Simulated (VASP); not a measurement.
Set up this calculation in VASP 6.6.1, as the native input.

```yaml
Task: single point
Functional: PBE
Potentials_or_basis: VASP PAW PBE potentials, release 64 (Ta_pv)
Cutoff: 500 eV
k_mesh: 12 × 12 × 12
Occupations: fermi-dirac, width 0.1 eV
Spin: no spin polarisation
Dipole_correction: no
Further_INCAR_settings: ALGO = Normal; EDIFF = 1e-06; NBANDS = 12
```

The structure of Ta lies in POSCAR:

```
Ta
1.0
   -1.6512800000      1.6512800000      1.6512800000
    1.6512800000     -1.6512800000      1.6512800000
    1.6512800000      1.6512800000     -1.6512800000
Ta
1
Direct
    0.0000000000      0.0000000000      0.0000000000
```

These files were run (other wordings do the same):

INCAR

```
PREC = Accurate
ENCUT = 500
EDIFF = 1E-6
ISMEAR = -1
SIGMA = 0.1
LREAL = False
LASPH = True
NELM = 120
ALGO = Normal
ISIF = 2
LWAVE = False
LCHARG = True
GGA = PE
LELF = True
LVHAR = True
NBANDS = 12
GGA_COMPAT = False
```

KPOINTS

```
regular mesh
0
Gamma
  12 12 12
```

Potentials or basis: VASP PAW PBE potentials, release 64 (Ta_pv).

Run with:

```bash
$ cat potpaw_PBE.64/Ta_pv/POTCAR > POTCAR
$ mpirun -np 1 vasp_std > vasp.out
```

Results of the run:

```json
{
  "Pressure": "3.0 GPa"
}
```

Run time: 5.9 s on 1 thread of Intel(R) Xeon(R) 6975P-C (Granite Rapids), with other jobs on the host, peak memory 0.14 GiB.
